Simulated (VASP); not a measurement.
# SnO2 (R-3m) in VASP: further runs, part 2 of 2

VASP 6.6.1. The steps go on from the part before.

### Step 3. Single point, PBEsol

This run uses another cell than the first one, of 12.69 Å³/atom, 1.008 times its volume.

File INCAR:

```
PREC = Accurate
ENCUT = 520
EDIFF = 1E-7
ISMEAR = 0
SIGMA = 0.05
LREAL = False
LASPH = True
NELM = 60
ALGO = Normal
ISIF = 2
LWAVE = False
LCHARG = True
GGA = PS
LELF = True
LVHAR = True
NBANDS = 20
```

File KPOINTS:

```
Automatic mesh
0
Gamma
  12 12 12
```

File POSCAR:

```
SnO2
1.0
    1.5786500000      0.9114340025      4.4103567335
   -1.5786500000      0.9114340025      4.4103567335
    0.0000000000     -1.8228680049      4.4103567335
Sn O
1 2
Direct
    0.5000000000      0.5000000000      0.5000000000
    0.2414378084      0.2414378084      0.2414378084
    0.7585621916      0.7585621916      0.7585621916
```

Potentials or basis: VASP PAW PBE potentials, release 64 (Sn_d, O).

Launch:

```
> cat potpaw_PBE.64/Sn_d/POTCAR potpaw_PBE.64/O/POTCAR > POTCAR
> mpirun -np 1 vasp_std > vasp.out
```

OUTCAR:

```text
PREC = Accurate
   ENCUT = 520
   EDIFF = 1E-7
   ISMEAR = 0
   LREAL = False
   LASPH = True
   NELM = 60
   ISIF = 2
   GGA = PS

 ion  position               nearest neighbor table
   1  0.500  0.500  0.500-   2 2.07   2 2.07   3 2.07   3 2.07   2 2.07   3 2.07
   2  0.241  0.241  0.241-   1 2.07   1 2.07   1 2.07
   3  0.759  0.759  0.759-   1 2.07   1 2.07   1 2.07

  LATTYP: Found a trigonal (rhomboedric) cell.
 ALAT       =     4.7722211055
 COS(alpha) =     0.7811429257

  Lattice vectors:

 A1 = (   1.5786500000,   0.9114340025,   4.4103567335)
 A2 = (  -1.5786500000,   0.9114340025,   4.4103567335)
 A3 = (   0.0000000000,  -1.8228680049,   4.4103567335)

Analysis of symmetry for initial positions (statically):
=====================================================================
 Subroutine PRICEL returns:
 Original cell was already a primitive cell.

 Routine SETGRP: Setting up the symmetry group for a
 trigonal (rhombohedral) supercell.

 Subroutine GETGRP returns: Found 12 space group operations
 (whereof 12 operations were pure point group operations)
[... 157 lines left out ...]

 Free energy of the ion-electron system (eV)
  ---------------------------------------------------
  ext. energy  EPLUGINS =         0.00000000
  ---------------------------------------------------
  free energy    TOTEN  =       -19.27744495 eV

  energy without entropy =      -19.27744495  energy(sigma->0) =      -19.27744495

 E-fermi :   5.0581     XC(G=0): -11.0376

 val. band max:        4.7783936332   @ k =   0.5000   0.5000   0.0000
 cond. band min:       6.9153606871   @ k =   0.0000   0.0000   0.0000
 fundamental gap:      2.1369670539
 Fermi energy:         5.0580832216

 k-point     1 :       0.0000    0.0000    0.0000
  band No.  band energies     occupation
      1     -15.3240      2.00000
      2     -14.9495      2.00000
      3     -14.9495      2.00000
      4     -14.6802      2.00000
      5     -14.6802      2.00000
      6     -13.5860      2.00000
[... 541 lines left out ...]
     19      18.6525      0.00000
     20      19.8374      0.00000

 [... further k-points ...]
[... 5 lines left out ...]
  --------------------------------------------------------------------------------------
  -------------------------------------------------------------------------------------
  Total        2.4602270      2.4602270      0.9491268      0.0000000      0.0000000     -0.0000000
  in kB      103.5260656    103.5260656     39.9391474      0.0000000      0.0000000     -0.0000000
  external PRESSURE =      82.3304262 kB  Pullay stress =       0.0000000 kB

 VOLUME and BASIS-vectors are now :
 -----------------------------------------------------------------------------
  energy-cutoff  :      520.00
  volume of cell :       38.07
      direct lattice vectors                 reciprocal lattice vectors
     1.578650000  0.911434002  4.410356733     0.316726317  0.182862024  0.075579676
    -1.578650000  0.911434002  4.410356733    -0.316726317  0.182862024  0.075579676
     0.000000000 -1.822868005  4.410356733     0.000000000 -0.365724049  0.075579676

 POSITION                                       TOTAL-FORCE (eV/Angst)
 -----------------------------------------------------------------------------------
      0.00000      0.00000      6.61554        -0.000000     -0.000000      0.000000
      0.00000      0.00000      3.19448         0.000000      0.000000      0.432448
      0.00000      0.00000     10.03659         0.000000     -0.000000     -0.432448
 -----------------------------------------------------------------------------------
    total drift:                                0.000000     -0.000000      0.000000

  FREE ENERGIE OF THE ION-ELECTRON SYSTEM (eV)
  ---------------------------------------------------
  free  energy   TOTEN  =       -19.2774449471 eV

  energy  without entropy=      -19.2774449471  energy(sigma->0) =      -19.27744495
```

OSZICAR:

```text
N       E                     dE             d eps       ncg     rms          rms(c)
DAV:   1     0.250798031790E+03    0.25080E+03   -0.13982E+04  8008   0.198E+03
DAV:   2     0.521040434647E+01   -0.24559E+03   -0.23278E+03  8152   0.490E+02
DAV:   3    -0.211944235772E+02   -0.26405E+02   -0.26108E+02  8748   0.139E+02
DAV:   4    -0.219074255620E+02   -0.71300E+00   -0.71233E+00  8388   0.240E+01
DAV:   5    -0.219211056599E+02   -0.13680E-01   -0.13680E-01  9168   0.353E+00    0.104E+01
DAV:   6    -0.193202391768E+02    0.26009E+01   -0.93255E+00 11428   0.539E+01    0.446E+00
DAV:   7    -0.193059554511E+02    0.14284E-01   -0.54827E-01  7820   0.587E+00    0.213E+00
DAV:   8    -0.192791563775E+02    0.26799E-01   -0.55583E-02  8160   0.248E+00    0.446E-01
DAV:   9    -0.192770585408E+02    0.20978E-02   -0.85529E-03 11252   0.162E+00    0.793E-02
DAV:  10    -0.192774335250E+02   -0.37498E-03   -0.15103E-03  7804   0.316E-01    0.267E-02
DAV:  11    -0.192774429948E+02   -0.94698E-05   -0.28158E-05 11140   0.497E-02    0.168E-02
DAV:  12    -0.192774448668E+02   -0.18720E-05   -0.39729E-06  7832   0.174E-02    0.376E-03
DAV:  13    -0.192774449471E+02   -0.80271E-07   -0.69534E-07  8372   0.104E-02
   1 F= -.19277445E+02 E0= -.19277445E+02  d E =-.168928E-17
```

stdout:

```text
POSCAR found type information on POSCAR SnO
 POSCAR found :  2 types and       3 ions
 scaLAPACK will be used
 -----------------------------------------------------------------------------
|                                                                             |
|                                                                             |
|     You enforced a specific xc type in the INCAR file but a different       |
|     I HOPE YOU KNOW WHAT YOU ARE DOING!                                     |
|                                                                             |
 -----------------------------------------------------------------------------

 LDA part: xc-table for (Slater+PW92), standard interpolation
 POSCAR, INCAR and KPOINTS ok, starting setup
 FFT: planning ... GRIDC
 FFT: planning ... GRID_SOFT
 FFT: planning ... GRID
 WAVECAR not read
 entering main loop
```

Wall time 90 s (1 thread of Intel Xeon 6975P-C (Granite Rapids), shared host); peak memory 0.29 GiB.

What came out:

- Free energy: -19.2774 eV
- Pressure: 8.2 GPa
- Largest force: 0.432 eV/Å
- Band gap on the k mesh: 2.14 eV, indirect (least direct gap 2.21 eV)

Forces in eV/Å, atoms in the order of the input:
```
Sn   0.000  0.000  0.000
O    0.000  0.000  0.432
O    0.000  0.000 -0.432
```

Levels at points of the mesh, in eV from the valence-band top:
| k point | band 9 | band 10 | band 11 | band 12 | band 13 | band 14 | band 15 | band 16 | band 17 | band 18 |
| --- | --- | --- | --- | --- | --- | --- | --- | --- | --- | --- |
| (0.00, 0.00, 0.00) | -1.46 | -1.46 | -1.03 | -1.03 | -0.07 | 2.14 | 5.75 | 11.35 | 11.35 | 13.01 |
| (0.50, 0.00, 0.00) | -4.54 | -3.27 | -1.85 | -0.91 | -0.76 | 5.92 | 8.07 | 10.38 | 12.61 | 13.34 |
| (0.50, 0.50, 0.00) | -4.96 | -3.47 | -1.23 | -0.47 | 0.00 | 5.42 | 7.03 | 11.33 | 11.44 | 12.89 |
| (0.50, 0.50, 0.50) | -1.84 | -1.60 | -1.60 | -0.92 | -0.92 | 3.86 | 5.98 | 11.71 | 11.71 | 13.26 |

Caveat: the PAW data sets were made with another functional, which shifts forces and pressure a little; spin-orbit coupling is left out, which moves the levels of the heavy elements. A k mesh can miss the band edges.

### Step 4. Single point, PBEsol

This run uses another cell than the first one, of 12.79 Å³/atom, 1.016 times its volume.

File INCAR:

```
SYSTEM = SnO2
ALGO = Normal
EDIFF = 1E-6
ENCUT = 520
GGA = PS
ISIF = 2
ISMEAR = 0
LASPH = .True.
LCHARG = .False.
LREAL = .False.
LWAVE = .False.
NBANDS = 20
NELM = 60
PREC = Accurate
SIGMA = 0.05
```

File KPOINTS:

```
k-points
0
Gamma
  12 12 12
  0 0 0
```

File POSCAR:

```
SnO2
1.0
    1.5251500000      0.8805457631      4.7632000000
   -1.5251500000      0.8805457631      4.7632000000
    0.0000000000     -1.7610915261      4.7632000000
Sn O
1 2
Direct
    0.5000000000      0.5000000000      0.5000000000
    0.2414378084      0.2414378084      0.2414378084
    0.7585621916      0.7585621916      0.7585621916
```

Launch:

```
> cat potpaw_PBE.64/Sn_d/POTCAR potpaw_PBE.64/O/POTCAR > POTCAR
> mpirun -np 1 vasp_std > vasp.out
```

It took 2.1 min on 1 thread of Intel Xeon 6975P-C (Granite Rapids), shared host; peak memory 0.32 GiB.

The run converged. Its results:

```yaml
Free_energy: -19.0674 eV
Pressure: 14.9 GPa
Largest_force: 0.109 eV/Å
Band_gap_on_the_k_mesh: 2.77 eV, indirect (least direct gap 2.97 eV)
```

Forces on the atoms (eV/Å):
```
Sn   0.000  0.000  0.000
O    0.000  0.000  0.109
O    0.000  0.000 -0.109
```

Stress tensor (GPa, compression positive):
```
21.71  0.00  0.00
 0.00 21.71  0.00
 0.00  0.00  1.29
```

Levels at points of the mesh, in eV from the valence-band top:
```
           k point  band 9  band 10  band 11  band 12  band 13  band 14  band 15  band 16  band 17  band 18
(0.00, 0.00, 0.00)   -1.17    -1.17    -0.59    -0.59    -0.21     2.77     6.20    12.47    12.47    12.74
(0.50, 0.00, 0.00)   -4.73    -2.88    -1.91    -0.68    -0.53     6.32     7.98    11.39    12.37    13.34
(0.50, 0.50, 0.00)   -4.99    -2.99    -1.54    -0.36     0.00     5.90     7.15    11.80    11.92    12.91
(0.50, 0.50, 0.50)   -1.60    -1.24    -1.24    -0.53    -0.53     4.12     6.22    12.53    12.66    12.66
```

Caveat: the PAW data sets were made with another functional, which shifts forces and pressure a little; spin-orbit coupling is left out, which moves the levels of the heavy elements.

### Step 5. Single point, PBEsol

This run uses another cell than the first one, of 12.78 Å³/atom, 1.015 times its volume.

File INCAR:

```
  PREC = Accurate
  ENCUT = 520
  EDIFF = 1E-7
  ISMEAR = 0
  SIGMA = 0.05
  LREAL = F
  LASPH = T
  NELM = 100
  ALGO = Normal
  ISIF = 2
  LWAVE = F
  LCHARG = F
  GGA = PS
  NBANDS = 20
```

File KPOINTS:

```
Automatic mesh
0
Gamma
  12 12 12
```

File POSCAR:

```
SnO2
1.0
    1.6053951390      0.9268753157      4.2927333333
   -1.6053951390      0.9268753157      4.2927333333
    0.0000000000     -1.8537506314      4.2927333333
Sn O
1 2
Direct
    0.5000000000      0.5000000000      0.5000000000
    0.2414378084      0.2414378084      0.2414378084
    0.7585621916      0.7585621916      0.7585621916
```

Launch:

```
> cat potpaw_PBE.64/Sn_d/POTCAR potpaw_PBE.64/O/POTCAR > POTCAR
> mpirun -np 1 vasp_std > vasp.out
```

Run time: 82 s. Hardware: 1 thread of Intel Xeon 6975P-C (Granite Rapids), shared host; peak memory 0.28 GiB.

Results (log left out):

```yaml
Free_energy: -19.3111 eV
Pressure: 3.7 GPa
Largest_force: 0.397 eV/Å
Band_gap_on_the_k_mesh: 1.79 eV, indirect (least direct gap 1.81 eV)
```

Forces on the atoms (eV/Å):
```
Sn   0.000  0.000  0.000
O    0.000  0.000  0.397
O    0.000  0.000 -0.397
```

Stress tensor (GPa, compression positive):
```
3.95 0.00 0.00
0.00 3.95 0.00
0.00 0.00 3.26
```

Levels at points of the mesh, in eV from the valence-band top:
| k point | band 9 | band 10 | band 11 | band 12 | band 13 | band 14 | band 15 | band 16 | band 17 | band 18 |
| --- | --- | --- | --- | --- | --- | --- | --- | --- | --- | --- |
| (0.00, 0.00, 0.00) | -1.51 | -1.51 | -1.19 | -1.19 | -0.02 | 1.79 | 5.55 | 10.86 | 10.86 | 13.00 |
| (0.50, 0.00, 0.00) | -4.40 | -3.35 | -1.82 | -0.99 | -0.84 | 5.65 | 7.98 | 9.93 | 12.63 | 13.16 |
| (0.50, 0.50, 0.00) | -4.89 | -3.59 | -1.08 | -0.49 | 0.00 | 5.12 | 6.86 | 11.10 | 11.10 | 13.06 |
| (0.50, 0.50, 0.50) | -1.92 | -1.69 | -1.69 | -1.06 | -1.06 | 3.67 | 5.87 | 11.29 | 11.29 | 13.62 |

Caveat: the PAW data sets were made with another functional, which shifts forces and pressure a little; spin-orbit coupling is left out, which moves the levels of the heavy elements.

### Step 6. Single point, PBEsol

This run uses another cell than the first one, of 15.24 Å³/atom, 1.210 times its volume.

File INCAR:

```
PREC = Accurate
ENCUT = 520
EDIFF = 1E-7
ISMEAR = 0
SIGMA = 0.05
LREAL = False
LASPH = True
NELM = 60
ALGO = Normal
ISIF = 2
LWAVE = False
LCHARG = False
GGA = PS
NBANDS = 20
```

File KPOINTS:

```
regular mesh
0
Gamma
  12 12 12
```

File POSCAR:

```
SnO2
1.0
    1.6856500000      0.9732104813      4.6455666667
   -1.6856500000      0.9732104813      4.6455666667
    0.0000000000     -1.9464209625      4.6455666667
Sn O
1 2
Direct
    0.5000000000      0.5000000000      0.5000000000
    0.2414378084      0.2414378084      0.2414378084
    0.7585621916      0.7585621916      0.7585621916
```

Potentials or basis: VASP PAW PBE potentials, release 64 (Sn_d, O).

Launch:

```
> cat potpaw_PBE.64/Sn_d/POTCAR potpaw_PBE.64/O/POTCAR > POTCAR
> mpirun -np 1 vasp_std > vasp.out
```

OUTCAR:

```text
PREC = Accurate
   ENCUT = 520
   EDIFF = 1E-7
   ISMEAR = 0
   LREAL = False
   LASPH = True
   NELM = 60
   ISIF = 2
   GGA = PS

 ion  position               nearest neighbor table
   1  0.500  0.500  0.500-   2 2.21   3 2.21   2 2.21   2 2.21   3 2.21   3 2.21
   2  0.241  0.241  0.241-   1 2.21   1 2.21   1 2.21
   3  0.759  0.759  0.759-   1 2.21   1 2.21   1 2.21

  LATTYP: Found a trigonal (rhomboedric) cell.
 ALAT       =     5.0368486396
 COS(alpha) =     0.7760005227

  Lattice vectors:
[... 744 lines left out ...]

  FORCE on cell =-STRESS in cart. coord.  units (eV):
  Direction    XX          YY          ZZ          XY          YZ          ZX
  --------------------------------------------------------------------------------------
  -------------------------------------------------------------------------------------
  Total       -5.7662913     -5.7662913     -3.0145940      0.0000000     -0.0000000      0.0000000
  in kB     -202.0426382   -202.0426382   -105.6270818      0.0000000     -0.0000000      0.0000000
  external PRESSURE =    -169.9041194 kB  Pullay stress =       0.0000000 kB

 VOLUME and BASIS-vectors are now :
 -----------------------------------------------------------------------------
  energy-cutoff  :      520.00
  volume of cell :       45.73
      direct lattice vectors                 reciprocal lattice vectors
     1.685650000  0.973210481  4.645566667     0.296621481  0.171254492  0.071752997
    -1.685650000  0.973210481  4.645566667    -0.296621481  0.171254492  0.071752997
     0.000000000 -1.946420962  4.645566667     0.000000000 -0.342508984  0.071752997

 POSITION                                       TOTAL-FORCE (eV/Angst)
 -----------------------------------------------------------------------------------
      0.00000      0.00000      6.96835        -0.000000      0.000000     -0.000000
      0.00000      0.00000      3.36485         0.000000     -0.000000     -1.222314
      0.00000      0.00000     10.57185         0.000000      0.000000      1.222314
 -----------------------------------------------------------------------------------
    total drift:                                0.000000     -0.000000      0.000000

  FREE ENERGIE OF THE ION-ELECTRON SYSTEM (eV)
  ---------------------------------------------------
  free  energy   TOTEN  =       -18.9595280850 eV

  energy  without entropy=      -18.9595280850  energy(sigma->0) =      -18.95952808
```

stdout:

```text
POSCAR found type information on POSCAR SnO
 POSCAR found :  2 types and       3 ions
 scaLAPACK will be used
 -----------------------------------------------------------------------------
|                                                                             |
|                                                                             |
|     You enforced a specific xc type in the INCAR file but a different       |
|     I HOPE YOU KNOW WHAT YOU ARE DOING!                                     |
|                                                                             |
 -----------------------------------------------------------------------------

 LDA part: xc-table for (Slater+PW92), standard interpolation
 POSCAR, INCAR and KPOINTS ok, starting setup
 FFT: planning ... GRIDC
 FFT: planning ... GRID_SOFT
 FFT: planning ... GRID
 WAVECAR not read
 entering main loop
```

Wall time 3.4 min (1 thread of Intel Xeon Platinum 8488C (Sapphire Rapids), shared host); peak memory 0.34 GiB.

What came out:

```yaml
Free_energy: -18.9595 eV
Pressure: -17.0 GPa
Largest_force: 1.222 eV/Å
Band_gap_on_the_k_mesh: 0.89 eV, direct
```

Forces in eV/Å, atoms in the order of the input:
```
Sn   0.000  0.000  0.000
O    0.000  0.000 -1.222
O    0.000  0.000  1.222
```

Caveat: the PAW data sets were made with another functional, which shifts forces and pressure a little; spin-orbit coupling is left out, which moves the levels of the heavy elements.

### Step 7. Summary

```csv
cell,gap on the mesh (eV),pressure (GPa),largest force (eV/Å)
"a = 4.870 Å, angles 37.2°, 3 atoms",2.48,13.2,0.48
"a = 4.772 Å, angles 38.6°, 3 atoms",2.14,8.2,0.43
"a = 5.078 Å, angles 35.0°, 3 atoms",2.77,14.9,0.11
"a = 4.676 Å, angles 40.2°, 3 atoms",1.79,3.7,0.40
"a = 5.037 Å, angles 39.1°, 3 atoms",0.89,-17.0,1.22
```

Alike in all rows: task single point; level PBEsol; potentials or basis VASP PAW PBE potentials, release 64 (Sn_d, O); no spin polarisation; k mesh 12 × 12 × 12; cutoff (eV) 520; smearing gaussian 0.05 eV.

Caveats: the PAW data sets were made with another functional, which shifts forces and pressure a little; spin-orbit coupling is left out, which moves the levels of the heavy elements.

Total energies depend on the potentials used, so only differences within one code and one set of settings carry meaning.
